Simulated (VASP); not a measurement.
# Ru4C in VASP: notebook

The runs below take Ru4C through single point, with LDA.

Program: VASP 6.6.1. These are calculated values, not measurements. Logs are shortened: lines on timing, memory, paths and dates and some standing lists are left out, and cuts for length are marked.

**1. The cell of the first run**

The cell holds a slab with vacuum, 5 atoms: a = 2.674 Å, b = 2.674 Å, c = 21.762 Å, α = 90.00°, β = 90.00°, γ = 120.00°.

**2. Single point, LDA**

Contents of INCAR:

```
ALGO = Normal
DIPOL = 0.5 0.5 0.372
EDIFF = 1E-7
ENCUT = 520
IDIPOL = 3
ISIF = 2
ISMEAR = 0
LASPH = True
LCHARG = False
LDIPOL = True
LREAL = False
LWAVE = False
NBANDS = 38
NELM = 60
PREC = Accurate
SIGMA = 0.1
```

Contents of KPOINTS:

```
k-points
0
Gamma
  12 12 1
```

Contents of POSCAR:

```
Ru4C
1.0
    2.6740588508      0.0000000000      0.0000000000
   -1.3370294254      2.3158028960      0.0000000000
    0.0000000000      0.0000000000     21.7622039047
Ru C
4 1
Direct
    0.6666666667      0.3333333333      0.1838049132
    0.3333333333      0.6666666667      0.2809173428
    0.6666666667      0.3333333333      0.3776317450
    0.3333333333      0.6666666667      0.4715608745
    0.3333333333      0.8333333333      0.5485293293
```

Potentials or basis: VASP PAW LDA potentials, release 64 (Ru_pv, C).

Command:

```sh
$ cat potpaw_LDA.64/Ru_pv/POTCAR potpaw_LDA.64/C/POTCAR > POTCAR
$ mpirun -np 1 vasp_std > vasp.out
```

OUTCAR:

```text
EDIFF = 1E-7
   ENCUT = 520
   ISIF = 2
   ISMEAR = 0
   LASPH = True
   LREAL = False
   NELM = 60
   PREC = Accurate

 ion  position               nearest neighbor table
   1  0.667  0.333  0.184-   2 2.62   2 2.62   2 2.62
   2  0.333  0.667  0.281-   3 2.61   3 2.61   3 2.61   1 2.62   1 2.62   1 2.62
   3  0.667  0.333  0.378-   4 2.56   4 2.56   4 2.56   2 2.61   2 2.61   2 2.61
   4  0.333  0.667  0.472-   5 1.73   3 2.56   3 2.56   3 2.56
   5  0.333  0.833  0.549-   4 1.73

  LATTYP: Found a hexagonal cell.
 ALAT       =     2.6740588508
 C/A-ratio  =     8.1382666272

  Lattice vectors:

 A1 = (   2.6740588508,   0.0000000000,   0.0000000000)
 A2 = (  -1.3370294254,   2.3158028960,   0.0000000000)
 A3 = (   0.0000000000,   0.0000000000,  21.7622039047)

Analysis of symmetry for initial positions (statically):
=====================================================================
 Subroutine PRICEL returns:
 Original cell was already a primitive cell.

 Routine SETGRP: Setting up the symmetry group for a
 hexagonal supercell.

 Subroutine GETGRP returns: Found  1 space group operations
 (whereof  1 operations were pure point group operations)
 out of a pool of 24 trial point group operations.

The static configuration has the point symmetry C_1 .

Analysis of symmetry for dynamics (positions and initial velocities):
=====================================================================
 Subroutine PRICEL returns:
 Original cell was already a primitive cell.

 Routine SETGRP: Setting up the symmetry group for a
 hexagonal supercell.

 Subroutine GETGRP returns: Found  1 space group operations
 (whereof  1 operations were pure point group operations)
 out of a pool of 24 trial point group operations.

The dynamic configuration has the point symmetry C_1 .

 Subroutine INISYM returns: Found  1 space group operations
 (whereof  1 operations are pure point group operations),
 and found     1 'primitive' translations

----------------------------------------------------------------------------------------

                                     Primitive cell

  volume of cell :     134.7645

  direct lattice vectors                    reciprocal lattice vectors
     2.674058851  0.000000000  0.000000000     0.373963348  0.215907840  0.000000000
    -1.337029425  2.315802896  0.000000000     0.000000000  0.431815679  0.000000000
     0.000000000  0.000000000 21.762203905     0.000000000  0.000000000  0.045951228

  length of vectors
     2.674058851  2.674058851 21.762203905     0.431815679  0.431815679  0.045951228

  position of ions in fractional coordinates (direct lattice)
     0.666666667  0.333333333  0.183804913
     0.333333333  0.666666667  0.280917343
     0.666666667  0.333333333  0.377631745
     0.333333333  0.666666667  0.471560874
     0.333333333  0.833333333  0.548529329

  ion indices of the primitive-cell ions
   primitive index   ion index
                 1           1
                 2           2
                 3           3
                 4           4
                 5           5

----------------------------------------------------------------------------------------

 KPOINTS: k-points

Automatic generation of k-mesh.
 Grid dimensions read from file:
 generate k-points for:   12   12    1

 Generating k-lattice:

  Cartesian coordinates                     Fractional coordinates (reciprocal lattice)
     0.031163612  0.017992320  0.000000000     0.083333333  0.000000000  0.000000000
     0.000000000  0.035984640  0.000000000     0.000000000  0.083333333  0.000000000
     0.000000000  0.000000000  0.045951228     0.000000000  0.000000000  1.000000000

  Length of vectors
     0.035984640  0.035984640  0.045951228

  Shift w.r.t. Gamma in fractional coordinates (k-lattice)
     0.000000000  0.000000000  0.000000000

 Subroutine IBZKPT returns following result:
 ===========================================

 Found     74 irreducible k-points:

 Following reciprocal coordinates:
            Coordinates               Weight
  0.000000  0.000000  0.000000      1.000000
  0.083333  0.000000  0.000000      2.000000
  0.000000  0.083333  0.000000      2.000000
 -0.083333  0.083333  0.000000      2.000000
  0.166667  0.000000  0.000000      2.000000
  0.000000  0.166667  0.000000      2.000000
[... 16 lines left out ...]
  0.166667  0.083333  0.000000      2.000000
 -0.083333  0.250000  0.000000      2.000000
 [... further k-points ...]
   k-points           NKPTS =     74   k-points in BZ     NKDIM =     74   number of bands    NBANDS=     38
   number of dos      NEDOS =    301   number of ions     NIONS =      5
   total plane-waves  NPLWV =  64800
   dimension x,y,z NGX =    20 NGY =   20 NGZ =  162
   dimension x,y,z NGXF=    40 NGYF=   40 NGZF=  324
   ions per type =               4   1
   NGX,Y,Z   is equivalent  to a cutoff of  12.43, 12.43, 12.38 a.u.
   NGXF,Y,Z  is equivalent  to a cutoff of  24.87, 24.87, 24.75 a.u.
 SYSTEM =  unknown system
   PREC   = accura    normal or accurate (medium, high low for compatibility)
   ISTART =      0    job   : 0-new  1-cont  2-samecut
   ICHARG =      2    charge: 1-file 2-atom 10-const
   ISPIN  =      1    spin polarized calculation?
   LNONCOLLINEAR =      F non collinear calculations
   LSORBIT =      F    spin-orbit coupling
   LASPH  =      T    aspherical Exc in radial PAW
   ENCUT  =  520.0 eV  38.22 Ry    6.18 a.u.   4.97  4.97 40.46*2*pi/ulx,y,z
   NELM   =     60;   NELMIN=  2; NELMDL= -5     # of ELM steps
   EDIFF  = 0.1E-06   stopping-criterion for ELM
   LREAL  =      F    real-space projection
   EDIFFG = 0.1E-05   stopping-criterion for IOM
   NSW    =      0    number of steps for IOM
   IBRION =     -1    ionic relax: 0-MD 1-quasi-New 2-CG
   NFREE  =      0    steps in history (QN), initial steepest desc. (CG)
   ISIF   =      2    stress and relaxation
   ISYM   =      2    0-nonsym 1-usesym 2-fastsym
   POTIM  = 0.5000    time-step for ionic-motion
   TEBEG  =    0.0;   TEEND  =   0.0 temperature during run
   PSTRESS=    0.0 pullay stress
   NELECT =      60.0000    total number of electrons
   NUPDOWN=      -1.0000    fix difference up-down
   EMIN   =  10.00;   EMAX   =-10.00  energy-range for DOS
   EFERMI =   0.00;   METHOD = LEGACY
   ISMEAR =     0;   SIGMA  =   0.10  broadening in eV -4-tet -1-fermi 0-gaus
   EFERMI_NEDOS =   21; number of points for ismear=-14 and -15
   IALGO  =     38    algorithm
   IMIX   =      4    mixing-type and parameters
     AMIX     =   0.40;   BMIX     =  1.00
     AMIX_MAG =   1.60;   BMIX_MAG =  1.00
  volume/ion in A,a.u.               =      26.95       181.89
  Fermi-wavevector in a.u.,A,eV,Ry     =   1.250067  2.362285 21.261397  1.562669
  Thomas-Fermi vector in A             =   2.384079
   LORBIT       =      0    0 simple, 1 ext, 2 COOP (PROOUT), +10 PAW based schemes
   GGA     = CA    functional components
   LHFCALC =     F    Hartree Fock is set to
   AEXX    =    0.0000 exact exchange contribution
   IVDW    =     0    specifies the selected vdW correction
   LEPSILON=     F    determine dielectric tensor
   LRPA    =     F    only Hartree local field effects (RPA)
 non-spin polarized calculation
 Gauss-broadening in eV      SIGMA  =   0.10
  energy-cutoff  :      520.00
  volume of cell :      134.76
 maximum number of plane-waves:      3677
   NGX =  9   NGY =  9   NGZ = 81

 dipolmoment           0.000000      0.000000     -0.192940 electrons x Angstroem

 number of electron      59.9999999 magnetization

 dipolmoment           0.000000      0.000000      0.057413 electrons x Angstroem

 Free energy of the ion-electron system (eV)
  ---------------------------------------------------
  ext. energy  EPLUGINS =         0.00000000
  ---------------------------------------------------
  free energy    TOTEN  =       -47.00393394 eV

  energy without entropy =      -46.98783083  energy(sigma->0) =      -46.99588238

 E-fermi :   2.0540     XC(G=0):  -7.2755

 val. band max:        2.0363340516   @ k =  -0.3333   0.2500   0.0000
 cond. band min:       2.0567918638   @ k =   0.3333   0.0833   0.0000
 fundamental gap:      0.0204578122
 Fermi energy:         2.0539875661

 k-point     1 :       0.0000    0.0000    0.0000
  band No.  band energies     occupation
      1     -41.6269      2.00000
      2     -41.2681      2.00000
      3     -40.6608      2.00000
      4     -40.5829      2.00000
      5     -40.5684      2.00000
      6     -40.4619      2.00000
[... 30 lines left out ...]
     37       3.2412      0.00000
     38       3.3782      0.00000

 k-point     2 :       0.0833    0.0000    0.0000
  band No.  band energies     occupation
      1     -41.6063      2.00000
      2     -41.2632      2.00000
      3     -40.7106      2.00000
      4     -40.6058      2.00000
      5     -40.5890      2.00000
      6     -40.4965      2.00000
[... 30 lines left out ...]
     37       3.5345      0.00000
     38       4.7450      0.00000

 k-point     3 :       0.0000    0.0833    0.0000
  band No.  band energies     occupation
      1     -41.6070      2.00000
      2     -41.2632      2.00000
      3     -40.7144      2.00000
      4     -40.6127      2.00000
      5     -40.5852      2.00000
      6     -40.4969      2.00000
[... 30 lines left out ...]
     37       3.5541      0.00000
[... 781 lines left out ...]
 k-point    23 :       0.1667    0.0833    0.0000
  band No.  band energies     occupation
      1     -41.5045      2.00000
      2     -41.2569      2.00000
      3     -40.9817      2.00000
      4     -40.8015      2.00000
      5     -40.7288      2.00000
      6     -40.6455      2.00000
[... 30 lines left out ...]
     37       4.6538      0.00000
     38       5.6182      0.00000

 k-point    24 :      -0.0833    0.2500    0.0000
  band No.  band energies     occupation
      1     -41.5099      2.00000
      2     -41.2576      2.00000
      3     -40.9847      2.00000
      4     -40.8509      2.00000
      5     -40.6937      2.00000
      6     -40.6381      2.00000
[... 30 lines left out ...]
     37       4.8238      0.00000
     38       5.6492      0.00000

 [... further k-points ...]

------------------------ aborting loop because EDIFF is reached ----------------------------------------

 vacuum level on the upper side and lower side of the slab       (xc-potential included)         0.808        -0.852

  FORCE on cell =-STRESS in cart. coord.  units (eV):
  Direction    XX          YY          ZZ          XY          YZ          ZX
  --------------------------------------------------------------------------------------
  -------------------------------------------------------------------------------------
  Total        1.3940093      0.4241274      2.8405551     -0.1642305      1.3392732     -1.1778108
  in kB       16.5729884      5.0423330     33.7705685     -1.9524903     15.9222457    -14.0026650
  external PRESSURE =      18.4619633 kB  Pullay stress =       0.0000000 kB

 VOLUME and BASIS-vectors are now :
 -----------------------------------------------------------------------------
  energy-cutoff  :      520.00
  volume of cell :      134.76
      direct lattice vectors                 reciprocal lattice vectors
     2.674058851  0.000000000  0.000000000     0.373963348  0.215907840  0.000000000
    -1.337029425  2.315802896  0.000000000     0.000000000  0.431815679  0.000000000
     0.000000000  0.000000000 21.762203905     0.000000000  0.000000000  0.045951228

 POSITION                                       TOTAL-FORCE (eV/Angst)
 -----------------------------------------------------------------------------------
      1.33703      0.77193      4.00000         0.060583     -0.039988      0.910633
     -0.00000      1.54387      6.11338        -0.041478      0.060543     -0.762859
      1.33703      0.77193      8.21810         0.062244     -0.157285     -2.409058
     -0.00000      1.54387     10.26220         0.422248     -0.471652      1.958021
     -0.22284      1.92984     11.93721        -0.503597      0.608382      0.303262
 -----------------------------------------------------------------------------------
    total drift:                                0.000005     -0.000001      0.000232

  FREE ENERGIE OF THE ION-ELECTRON SYSTEM (eV)
  ---------------------------------------------------
  free  energy   TOTEN  =       -47.0039339352 eV

  energy  without entropy=      -46.9878308310  energy(sigma->0) =      -46.99588238

 vacuum level on the upper side and lower side of the slab         9.202         7.474
```

It took 6.4 min on 1 thread of AMD EPYC 9R45 (Zen 5), shared host; peak memory 0.37 GiB.

What came out:

* Free energy: -47.0039 eV
* Largest force: 2.415 eV/Å
* Band gap on the k mesh: zero (bands 30 and 31 overlap by 2.46 eV)

Forces in eV/Å, atoms in the order of the input:
```
Ru   0.061 -0.040  0.911
Ru  -0.041  0.061 -0.763
Ru   0.062 -0.157 -2.409
Ru   0.422 -0.472  1.958
C   -0.504  0.608  0.303
```

**3. Single point, LDA**

Contents of INCAR:

```
  PREC = Accurate
  ENCUT = 520
  EDIFF = 1E-6
  ISMEAR = 0
  SIGMA = 0.1
  LREAL = False
  LASPH = True
  NELM = 80
  ALGO = Normal
  ISIF = 2
  LWAVE = False
  LCHARG = True
  LDIPOL = True
  IDIPOL = 3
  DIPOL = 0.5 0.5 0.369
  GGA = CA
  LELF = True
  LVHAR = True
  LVACPOTAV = True
  NBANDS = 38
```

Contents of KPOINTS:

```
Automatic mesh
0
Gamma
  12 12 1
```

Edit POSCAR of step 2 so:

```diff
@@ -12,2 +12,2 @@
     0.3333333333      0.6666666667      0.4715608745
-    0.3333333333      0.8333333333      0.5485293293
+    0.5000000000      1.3333333333      0.5322065092
```

Potentials or basis: VASP PAW LDA potentials, release 64 (Ru_pv, C).

Command:

```sh
$ cat potpaw_LDA.64/Ru_pv/POTCAR potpaw_LDA.64/C/POTCAR > POTCAR
$ mpirun -np 1 vasp_std > vasp.out
```

Wall time 6.7 min (1 thread of AMD EPYC 9R45 (Zen 5), shared host); peak memory 0.37 GiB.

The run converged. Its results:

```
Free energy            : -47.8041 eV
Largest force          : 3.089 eV/Å
Band gap on the k mesh : zero (bands 30 and 31 overlap by 2.47 eV)
```

Forces on the atoms (eV/Å):
```
Ru  -0.010  0.008  1.023
Ru   0.061  0.012 -1.082
Ru  -0.053  0.184 -2.291
Ru  -2.036  0.824  2.171
C    2.039 -1.029  0.179
```

Levels at points of the mesh, in eV from the Fermi level:
| k point | band 25 | band 26 | band 27 | band 28 | band 29 | band 30 | band 31 | band 32 | band 33 | band 34 |
| --- | --- | --- | --- | --- | --- | --- | --- | --- | --- | --- |
| (0.00, 0.00, 0.00) | -2.71 | -2.52 | -2.17 | -2.07 | -1.43 | -1.33 | -0.63 | -0.28 | 0.30 | 0.55 |
| (0.50, 0.00, 0.00) | -1.45 | -0.90 | -0.70 | 0.63 | 0.86 | 1.28 | 1.35 | 1.50 | 1.75 | 2.06 |
| (0.00, 0.50, 0.00) | -1.54 | -0.79 | -0.59 | 0.08 | 0.86 | 1.30 | 1.43 | 1.50 | 1.69 | 1.77 |
| (0.50, 0.50, 0.00) | -1.46 | -0.72 | -0.61 | -0.22 | 0.89 | 1.10 | 1.42 | 1.49 | 1.74 | 1.83 |

**4. Single point, LDA**

Contents of INCAR:

```
ALGO = Normal
DIPOL = 0.5 0.5 0.369
EDIFF = 1E-7
ENCUT = 520
GGA = CA
IDIPOL = 3
ISIF = 2
ISMEAR = 0
LASPH = True
LCHARG = True
LDIPOL = True
LELF = True
LREAL = False
LVACPOTAV = True
LVHAR = True
LWAVE = False
NBANDS = 38
NELM = 60
PREC = Accurate
SIGMA = 0.1
```

Contents of KPOINTS:

```
k-points
0
Gamma
  12 12 1
```

Edit POSCAR of step 3 so:

```diff
@@ -12,2 +12,2 @@
     0.3333333333      0.6666666667      0.4715608745
-    0.5000000000      1.3333333333      0.5322065092
+    0.8333333333      1.0000000000      0.5326553250
```

Command:

```sh
$ cat potpaw_LDA.64/Ru_pv/POTCAR potpaw_LDA.64/C/POTCAR > POTCAR
$ mpirun -np 1 vasp_std > vasp.out
```

It took 6.3 min on 1 thread of AMD EPYC 9R45 (Zen 5), shared host; peak memory 0.36 GiB.

Results (log left out):

```yaml
Free_energy: -47.6933 eV
Largest_force: 2.903 eV/Å
Band_gap_on_the_k_mesh: zero (bands 30 and 31 overlap by 2.30 eV)
```

Forces in eV/Å, atoms in the order of the input:
```
Ru  -0.073 -0.037  0.866
Ru   0.039  0.014 -0.744
Ru  -0.631 -0.131 -2.830
Ru  -0.652 -0.574  2.535
C    1.317  0.728  0.173
```

Levels at points of the mesh, in eV from the Fermi level:
```csv
k point,band 26,band 27,band 28,band 29,band 30,band 31,band 32,band 33
"(0.00, 0.00, 0.00)",-2.23,-2.14,-1.83,-1.37,-1.30,-0.75,-0.23,0.12
"(0.50, 0.00, 0.00)",-0.76,-0.53,-0.30,0.89,1.17,1.51,1.57,1.75
"(0.00, 0.50, 0.00)",-0.90,-0.55,0.14,1.04,1.14,1.43,1.51,1.75
"(0.50, 0.50, 0.00)",-0.96,-0.70,0.70,1.02,1.06,1.31,1.51,1.76
```

**5. Summary**

```csv
cell,gap on the mesh (eV),largest force (eV/Å)
"as given, atomic positions A",none,2.41
"as given, atomic positions B",none,3.09
"as given, atomic positions C",none,2.90
```

Alike in all rows: task single point; level LDA; potentials or basis VASP PAW LDA potentials, release 64 (Ru_pv, C); no spin polarisation; k mesh 12 × 12 × 1; cutoff (eV) 520; smearing gaussian 0.1 eV.

Total energies depend on the potentials used, so only differences within one code and one set of settings carry meaning.

The gap in the log of VASP goes by the Fermi energy; the results here count the filled bands.